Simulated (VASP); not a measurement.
A run of VASP 6.6.1 is set up as follows.

The input INCAR:

```
PREC = Accurate
ENCUT = 600
EDIFF = 1E-6
ISMEAR = 0
SIGMA = 0.1
LREAL = False
LASPH = True
NELM = 60
ALGO = Normal
ISIF = 3
LWAVE = False
LCHARG = False
GGA = PE
IBRION = 2
NSW = 90
EDIFFG = -0.04
```

File KPOINTS:

```
regular mesh
0
Gamma
  4 4 4
```

File POSCAR:

```
HfSc2N2
1.0
   -2.9921276500      2.9921276500      2.6106063800
    2.9921276500     -2.9921276500      2.6106063800
    2.9921276500      2.9921276500     -2.6106063800
Hf Sc N
1 2 2
Direct
    0.5000000000      0.5000000000      0.0000000000
    0.2500000000      0.7500000000      0.5000000000
    0.7500000000      0.2500000000      0.5000000000
    0.1697903300      0.1697903300      0.0000000000
    0.8302096700      0.8302096700      0.0000000000
```

Potentials or basis: VASP PAW PBE potentials, release 64 (Hf_pv, Sc_sv, N).

Command:

```bash
$ cat potpaw_PBE.64/Hf_pv/POTCAR potpaw_PBE.64/Sc_sv/POTCAR potpaw_PBE.64/N/POTCAR > POTCAR
$ mpirun -np 1 vasp_std > vasp.out
```

(1) What does it give for the band gap on the k mesh?

(2) Estimate the relaxed cell.

(3) Estimate the relaxed volume.

Answers

(1) zero (band 21 reaches 5.67 eV, above the bottom of band 22 at 4.65 eV).

(2) a = 4.683 Å, b = 4.683 Å, c = 4.683 Å, α = 110.67°, β = 110.67°, γ = 107.10°.

(3) 15.79 Å³/atom.

Caveat: the k points lie up to 0.42 Å⁻¹ apart in the final cell; the volume moved by over 15 % at a fixed basis, so the end points are rough; spin-orbit coupling is left out, which moves the levels of the heavy elements.
